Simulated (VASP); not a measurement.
Runs of VASP 6.6.1 on CaF2. The structure is that of space group Fm-3m (No. 225), or close to it. The cells are those of the table. 

```tsv
task	cell	cutoff (eV)	gap on the mesh (eV)	pressure (GPa)
electric field gradients	a = 3.938 Å, angles 60.0°, 3 atoms	520	6.57	-9.8
single point	a = 3.938 Å, angles 60.0°, 3 atoms	600	6.57	-9.8
electric field gradients	a = 3.888 Å, angles 60.0°, 3 atoms	520	6.79	(a)
electric field gradients	a = 3.850 Å, angles 60.0°, 3 atoms	520	6.96	-5.3
single point	a = 3.850 Å, angles 60.0°, 3 atoms	600	6.96	-5.4
```

Alike in all rows: level LDA; potentials or basis VASP PAW LDA potentials, release 64 (Ca_sv, F); no spin polarisation; k mesh 10 × 10 × 10; smearing fermi-dirac 0.03 eV.

Problem. Fill in the values left out.

Solution. (a) -7.5.

Caveats: the cell stands under tension.

A k mesh can miss the band edges.
